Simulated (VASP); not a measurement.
The system is Si.

```xyz
1
Lattice="0.0000 1.6700 1.6700 1.6700 0.0000 1.6700 1.6700 1.6700 0.0000" Properties=species:S:1:pos:R:3 pbc="T T T"
Si    0.0000    0.0000    0.0000
```

Base run:

```yaml
Program: VASP 6.6.1
Functional: PBE
Potentials_or_basis: VASP PAW PBE potentials, release 64 (Si)
Cutoff: 520 eV
k_mesh: 11 × 11 × 11
Occupations: fermi-dirac, width 0.1 eV
Spin: no spin polarisation
```

Its results: band gap on the k mesh zero (band 2 reaches 30.90 eV, above the bottom of band 3 at 13.98 eV); pressure 93.4 GPa.

After a change of settings the same cell gave: band gap on the k mesh zero (band 2 reaches 30.91 eV, above the bottom of band 3 at 13.62 eV); pressure 109.3 GPa. Which change was it?
A. k mesh from 11 × 11 × 11 to 9 × 9 × 9
B. k mesh from 11 × 11 × 11 to 4 × 4 × 4
C. k mesh from 11 × 11 × 11 to 14 × 14 × 14; further incar settings from ALGO = Normal; EDIFF = 1e-06; NBANDS = 8 to ALGO = Normal; EDIFF = 1e-07; NBANDS = 8
D. k mesh from 11 × 11 × 11 to 7 × 7 × 7

B.

Caveats: some runs use coarse meshes.
